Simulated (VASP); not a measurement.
The system is MnS.

```
CELL_PARAMETERS angstrom
0.00000 2.47346 2.47346
2.47346 0.00000 2.47346
2.47346 2.47346 0.00000
ATOMIC_POSITIONS crystal
Mn 0.00000 0.00000 0.00000
S 0.75000 0.75000 0.75000
```

* Program: VASP 6.6.1
* Task: relaxation of cell and atoms
* Functional: revPBE
* Dispersion: D3(BJ)
* Potentials or basis: VASP PAW PBE potentials, release 64 (Mn_pv, S)
* Cutoff: 600 eV
* k mesh: 9 × 9 × 9
* Occupations: fermi-dirac, width 0.05 eV
* Spin: collinear spin, ferromagnetic start
* Starting moments: [4.0, 0.0] μB

At the start: pressure -5.2 GPa; volume 15.13 Å³/atom.

Q: Where does the relaxation end?

A: Over 3 steps the energy falls by 9.2 meV/atom and the volume is 14.59 Å³/atom (-3.6 %); space group F-43m (No. 216, to 0.1 Å) before and after; moment 0.18 μB per cell.

Step by step:
```csv
step,energy change (eV),largest force (eV/Å),pressure (GPa),volume (Å³)
1,0.0000,0.0000,-5.18,30.27
2,-0.0011,0.0000,5.73,28.17
3,-0.0183,0.0000,-0.02,29.17
```

Final structure:
```xyz
2
Lattice="0.0000 2.4434 2.4434 2.4434 0.0000 2.4434 2.4434 2.4434 0.0000" Properties=species:S:1:pos:R:3 pbc="T T T"
Mn    0.0000    0.0000    0.0000
S     3.6651    3.6651    3.6651
```

Caveat: the PAW data sets were made with another functional, which shifts forces and pressure a little.
